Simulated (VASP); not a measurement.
# ZnSe (F-43m) in VASP: notebook

ZnSe is run at these levels: r2SCAN50, LDA; tasks: single point.

Program: VASP 6.6.1. These are calculated values, not measurements. Logs are shortened: lines on timing, memory, paths and dates and some standing lists are left out, and cuts for length are marked.

### Step 1. The cell of the first run

The structure is cubic, space group F-43m (No. 216). Conventional cell: a = 5.705 Å, b = 5.705 Å, c = 5.705 Å, α = 90.00°, β = 90.00°, γ = 90.00°. Within 3.3 Å of Se (site symmetry -43m) lie 4 Zn at 2.47 Å. Zn (site symmetry -43m) has 4 Se at 2.47 Å within 3.3 Å.

### Step 2. Single point, r2SCAN50

File POSCAR:

```
ZnSe
1.0
    0.0000000000      2.8525674344      2.8525674344
    2.8525674344      0.0000000000      2.8525674344
    2.8525674344      2.8525674344      0.0000000000
Se Zn
1 1
Direct
    0.7500000000      0.7500000000      0.7500000000
    0.0000000000      0.0000000000      0.0000000000
```

File INCAR.step1:

```
ALGO = Normal
EDIFF = 1E-5
ENCUT = 520
GGA = PE
ISIF = 2
ISMEAR = -1
LASPH = T
LCHARG = F
LREAL = F
LWAVE = T
NBANDS = 16
NELM = 60
PREC = Accurate
SIGMA = 0.05
```

File INCAR.step2:

```
AEXX = 0.5
ALGO = Normal
EDIFF = 1E-6
ENCUT = 520
ISIF = 2
ISMEAR = -1
ISTART = 1
LASPH = T
LCHARG = F
LHFCALC = T
LMIXTAU = T
LREAL = F
LWAVE = F
METAGGA = R2SCAN
NBANDS = 16
NELM = 60
PREC = Accurate
PRECFOCK = Normal
SIGMA = 0.05
```

File KPOINTS:

```
k-points
0
Gamma
  4 4 4
```

Potentials or basis: VASP PAW PBE potentials, release 64 (Se, Zn).

Command:

```
$ cat potpaw_PBE.64/Se/POTCAR potpaw_PBE.64/Zn/POTCAR > POTCAR
$ cp INCAR.step1 INCAR
$ mpirun -np 1 vasp_std > vasp.out
$ cp INCAR.step2 INCAR
$ mpirun -np 1 vasp_std > vasp.out
```

OUTCAR:

```text
AEXX = 0.5
   EDIFF = 1E-6
   ENCUT = 520
   ISIF = 2
   ISMEAR = -1
   ISTART = 1
   LASPH = T
   LHFCALC = T
   LREAL = F
   METAGGA = R2SCAN
   NELM = 60
   PREC = Accurate
   PRECFOCK = Normal

 ion  position               nearest neighbor table
   1  0.750  0.750  0.750-   2 2.47   2 2.47   2 2.47   2 2.47
   2  0.000  0.000  0.000-   1 2.47   1 2.47   1 2.47   1 2.47

  LATTYP: Found a face centered cubic cell.
 ALAT       =     5.7051348688

  Lattice vectors:

 A1 = (   0.0000000000,   2.8525674344,   2.8525674344)
 A2 = (   2.8525674344,   0.0000000000,   2.8525674344)
 A3 = (   2.8525674344,   2.8525674344,   0.0000000000)

Analysis of symmetry for initial positions (statically):
=====================================================================
 Subroutine PRICEL returns:
 Original cell was already a primitive cell.

 Routine SETGRP: Setting up the symmetry group for a
 face centered cubic supercell.

 Subroutine GETGRP returns: Found 24 space group operations
 (whereof 24 operations were pure point group operations)
 out of a pool of 48 trial point group operations.

The static configuration has the point symmetry T_d .

Analysis of symmetry for dynamics (positions and initial velocities):
=====================================================================
 Subroutine PRICEL returns:
 Original cell was already a primitive cell.

 Routine SETGRP: Setting up the symmetry group for a
 face centered cubic supercell.

 Subroutine GETGRP returns: Found 24 space group operations
 (whereof 24 operations were pure point group operations)
 out of a pool of 48 trial point group operations.

The dynamic configuration has the point symmetry T_d .

 Subroutine INISYM returns: Found 24 space group operations
 (whereof 24 operations are pure point group operations),
 and found     1 'primitive' translations

----------------------------------------------------------------------------------------

                                     Primitive cell

  volume of cell :      46.4235

  direct lattice vectors                    reciprocal lattice vectors
     0.000000000  2.852567434  2.852567434    -0.175280694  0.175280694  0.175280694
     2.852567434  0.000000000  2.852567434     0.175280694 -0.175280694  0.175280694
     2.852567434  2.852567434  0.000000000     0.175280694  0.175280694 -0.175280694

  length of vectors
     4.034139553  4.034139553  4.034139553     0.303595068  0.303595068  0.303595068

  position of ions in fractional coordinates (direct lattice)
     0.750000000  0.750000000  0.750000000
     0.000000000  0.000000000  0.000000000

  ion indices of the primitive-cell ions
   primitive index   ion index
                 1           1
                 2           2

----------------------------------------------------------------------------------------

 KPOINTS: k-points

Automatic generation of k-mesh.
 Grid dimensions read from file:
 generate k-points for:    4    4    4

 Generating k-lattice:

  Cartesian coordinates                     Fractional coordinates (reciprocal lattice)
    -0.043820174  0.043820174  0.043820174     0.250000000  0.000000000  0.000000000
     0.043820174 -0.043820174  0.043820174     0.000000000  0.250000000  0.000000000
     0.043820174  0.043820174 -0.043820174     0.000000000  0.000000000  0.250000000

  Length of vectors
     0.075898767  0.075898767  0.075898767

  Shift w.r.t. Gamma in fractional coordinates (k-lattice)
     0.000000000  0.000000000  0.000000000

 Subroutine IBZKPT returns following result:
 ===========================================

 Found      8 irreducible k-points:

 Following reciprocal coordinates:
            Coordinates               Weight
  0.000000  0.000000  0.000000      1.000000
  0.250000  0.000000  0.000000      8.000000
  0.500000  0.000000  0.000000      4.000000
  0.250000  0.250000  0.000000      6.000000
  0.500000  0.250000  0.000000     24.000000
 -0.250000  0.250000  0.000000     12.000000
  0.500000  0.500000  0.000000      3.000000
 -0.250000  0.500000  0.250000      6.000000
   k-points           NKPTS =      8   k-points in BZ     NKDIM =     64   number of bands    NBANDS=     16
   number of dos      NEDOS =    301   number of ions     NIONS =      2
   total plane-waves  NPLWV =  27000
   dimension x,y,z NGX =    30 NGY =   30 NGZ =   30
   dimension x,y,z NGXF=    60 NGYF=   60 NGZF=   60
   ions per type =               1   1
   NGX,Y,Z   is equivalent  to a cutoff of  12.36, 12.36, 12.36 a.u.
   NGXF,Y,Z  is equivalent  to a cutoff of  24.73, 24.73, 24.73 a.u.
 SYSTEM =  unknown system
   PREC   = accura    normal or accurate (medium, high low for compatibility)
   ISTART =      1    job   : 0-new  1-cont  2-samecut
   ICHARG =      0    charge: 1-file 2-atom 10-const
   ISPIN  =      1    spin polarized calculation?
   LNONCOLLINEAR =      F non collinear calculations
   LSORBIT =      F    spin-orbit coupling
   LASPH  =      T    aspherical Exc in radial PAW
   ENCUT  =  520.0 eV  38.22 Ry    6.18 a.u.   7.50  7.50  7.50*2*pi/ulx,y,z
   NELM   =     60;   NELMIN=  2; NELMDL=  0     # of ELM steps
   EDIFF  = 0.1E-05   stopping-criterion for ELM
   LREAL  =      F    real-space projection
   EDIFFG = 0.1E-04   stopping-criterion for IOM
   NSW    =      0    number of steps for IOM
   IBRION =     -1    ionic relax: 0-MD 1-quasi-New 2-CG
   NFREE  =      0    steps in history (QN), initial steepest desc. (CG)
   ISIF   =      2    stress and relaxation
   ISYM   =      3    0-nonsym 1-usesym 2-fastsym
   POTIM  = 0.5000    time-step for ionic-motion
   TEBEG  =    0.0;   TEEND  =   0.0 temperature during run
   PSTRESS=    0.0 pullay stress
   NELECT =      18.0000    total number of electrons
   NUPDOWN=      -1.0000    fix difference up-down
   EMIN   =  10.00;   EMAX   =-10.00  energy-range for DOS
   EFERMI =   0.00;   METHOD = LEGACY
   ISMEAR =    -1;   SIGMA  =   0.05  broadening in eV -4-tet -1-fermi 0-gaus
   EFERMI_NEDOS =   21; number of points for ismear=-14 and -15
   IALGO  =     38    algorithm
   IMIX   =      1    mixing-type and parameters
     AMIX     =   0.40;   BMIX     =  1.00
     AMIX_MAG =   1.60;   BMIX_MAG =  1.00
  volume/ion in A,a.u.               =      23.21       156.64
  Fermi-wavevector in a.u.,A,eV,Ry     =   1.193767  2.255893 19.389402  1.425081
  Thomas-Fermi vector in A             =   2.329774
   LORBIT       =      0    0 simple, 1 ext, 2 COOP (PROOUT), +10 PAW based schemes
   METAGGA = R2SCAN    functional components
   LHFCALC =     T    Hartree Fock is set to
   PRECFOCK=normal    Normal, Fast or Accurate (Low or Medium for compatibility)
   ENCUT4O =  -1.0   cutoff for four orbital integrals eV
   NKREDX  =     1    reduce k-point grid by
   NKREDY  =     1    reduce k-point grid by
   NKREDZ  =     1    reduce k-point grid by
   AEXX    =    0.5000 exact exchange contribution
   HFSCREEN=    0.0000 screening length (either q_TF or 0.3 A-1)
   HFSCREENC=   0.0000 screening length for correlation (either q_TF or 0.3 A-1)
   ENCUTFOCK=  -1.0 apply spherical cutoff to Coloumb kernel
   IVDW    =     0    specifies the selected vdW correction
   LEPSILON=     F    determine dielectric tensor
   LRPA    =     F    only Hartree local field effects (RPA)
 non-spin polarized calculation
  energy-cutoff  :      520.00
  volume of cell :       46.42
 maximum number of plane-waves:      1283
 NGX is ok and might be reduce to    30
  NGX = 24; NGY = 24; NGZ = 24

 number of electron      18.0000020 magnetization

 Free energy of the ion-electron system (eV)
  ---------------------------------------------------
  ext. energy  EPLUGINS =         0.00000000
  ---------------------------------------------------
  free energy    TOTEN  =       -20.11522454 eV

  energy without entropy =      -20.11522454  energy(sigma->0) =      -20.11522454

 E-fermi :   0.4077     XC(G=0):  -5.5186

 val. band max:       -0.7268685338   @ k =   0.0000   0.0000   0.0000
 cond. band min:       4.3070835670   @ k =   0.0000   0.0000   0.0000
 fundamental gap:      5.0339521007
 Fermi energy:         0.4077000867

 k-point     1 :       0.0000    0.0000    0.0000
  band No.  band energies     occupation
      1     -16.2817      2.00000
      2     -10.7835      2.00000
      3     -10.7835      2.00000
      4     -10.7835      2.00000
      5     -10.4896      2.00000
      6     -10.4896      2.00000
[... 8 lines left out ...]
     15      14.8917      0.00000
     16      14.8917      0.00000

 k-point     2 :       0.2500    0.0000    0.0000
  band No.  band energies     occupation
      1     -15.8697      2.00000
      2     -10.7436      2.00000
      3     -10.7436      2.00000
      4     -10.6437      2.00000
      5     -10.4907      2.00000
      6     -10.4907      2.00000
[... 8 lines left out ...]
     15      13.7326      0.00000
     16      13.9380      0.00000

 k-point     3 :       0.5000    0.0000    0.0000
  band No.  band energies     occupation
      1     -15.3991      2.00000
      2     -10.7126      2.00000
      3     -10.7126      2.00000
      4     -10.4812      2.00000
      5     -10.4812      2.00000
      6     -10.2798      2.00000
[... 8 lines left out ...]
     15      16.8509      0.00000
     16      16.8510      0.00000

 k-point     4 :       0.2500    0.2500    0.0000
  band No.  band energies     occupation
      1     -15.7327      2.00000
      2     -10.6985      2.00000
      3     -10.6985      2.00000
      4     -10.6772      2.00000
      5     -10.4988      2.00000
      6     -10.4725      2.00000
[... 8 lines left out ...]
     15      15.8657      0.00000
     16      17.5768      0.00000

 k-point     5 :       0.5000    0.2500    0.0000
  band No.  band energies     occupation
      1     -15.2633      2.00000
      2     -10.6809      2.00000
      3     -10.6548      2.00000
      4     -10.5459      2.00000
      5     -10.4727      2.00000
      6     -10.2505      2.00000
[... 8 lines left out ...]
     15      17.0175      0.00000
     16      17.7373      0.00000

 k-point     6 :      -0.2500    0.2500    0.0000
  band No.  band energies     occupation
      1     -15.4193      2.00000
      2     -10.6950      2.00000
      3     -10.6936      2.00000
      4     -10.5105      2.00000
      5     -10.5001      2.00000
      6     -10.3565      2.00000
[... 8 lines left out ...]
     15      15.7540      0.00000
     16      17.7887      0.00000

 k-point     7 :       0.5000    0.5000    0.0000
  band No.  band energies     occupation
      1     -15.1099      2.00000
      2     -10.6288      2.00000
      3     -10.6007      2.00000
      4     -10.6007      2.00000
      5     -10.4553      2.00000
      6     -10.2057      2.00000
[... 8 lines left out ...]
     15      17.6676      0.00000
     16      18.1056      0.00000

 k-point     8 :      -0.2500    0.5000    0.2500
  band No.  band energies     occupation
      1     -15.1075      2.00000
      2     -10.6463      2.00000
      3     -10.6453      2.00000
      4     -10.5288      2.00000
      5     -10.4921      2.00000
      6     -10.1113      2.00000
[... 8 lines left out ...]
     15      17.6774      0.00000
     16      17.6884      0.00000

------------------------ aborting loop because EDIFF is reached ----------------------------------------

  FORCE on cell =-STRESS in cart. coord.  units (eV):
  Direction    XX          YY          ZZ          XY          YZ          ZX
  --------------------------------------------------------------------------------------
  -------------------------------------------------------------------------------------
  Total       -0.5517047     -0.5517047     -0.5517047     -0.0000000     -0.0000000      0.0000000
  in kB      -19.0405499    -19.0405499    -19.0405499     -0.0000000     -0.0000000      0.0000000
  external PRESSURE =     -19.0405499 kB  Pullay stress =       0.0000000 kB

 VOLUME and BASIS-vectors are now :
 -----------------------------------------------------------------------------
  energy-cutoff  :      520.00
  volume of cell :       46.42
      direct lattice vectors                 reciprocal lattice vectors
     0.000000000  2.852567434  2.852567434    -0.175280694  0.175280694  0.175280694
     2.852567434  0.000000000  2.852567434     0.175280694 -0.175280694  0.175280694
     2.852567434  2.852567434  0.000000000     0.175280694  0.175280694 -0.175280694

 POSITION                                       TOTAL-FORCE (eV/Angst)
 -----------------------------------------------------------------------------------
      4.27885      4.27885      4.27885         0.000000      0.000000      0.000000
      0.00000      0.00000      0.00000        -0.000000     -0.000000     -0.000000
 -----------------------------------------------------------------------------------
    total drift:                               -0.000262     -0.000189     -0.000161

  FREE ENERGIE OF THE ION-ELECTRON SYSTEM (eV)
  ---------------------------------------------------
  free  energy   TOTEN  =       -20.1152245399 eV

  energy  without entropy=      -20.1152245399  energy(sigma->0) =      -20.11522454
```

Run time: 4.1 min. Hardware: 1 thread of Intel Xeon 6975P-C (Granite Rapids), shared host; peak memory 0.18 GiB.

What came out:

```yaml
Free_energy: -20.1152 eV
Pressure: -1.9 GPa
Band_gap_on_the_k_mesh: 5.03 eV
```

Levels at points of the mesh, in eV from the valence-band top:
| k point | band 5 | band 6 | band 7 | band 8 | band 9 | band 10 | band 11 | band 12 | band 13 | band 14 |
| --- | --- | --- | --- | --- | --- | --- | --- | --- | --- | --- |
| (0.00, 0.00, 0.00) | -9.76 | -9.76 | 0.00 | 0.00 | 0.00 | 5.03 | 9.77 | 9.77 | 9.77 | 14.20 |
| (0.50, 0.00, 0.00) | -9.75 | -9.55 | -5.78 | -0.93 | -0.93 | 6.34 | 10.26 | 10.26 | 12.38 | 15.26 |
| (0.50, 0.50, 0.00) | -9.73 | -9.48 | -5.40 | -2.38 | -2.38 | 6.31 | 7.15 | 15.15 | 15.97 | 15.97 |

Caveat: the k points lie up to 0.48 Å⁻¹ apart; the PAW data sets were made with another functional, which shifts forces and pressure a little.

(Part 1 of 2 ends here.)
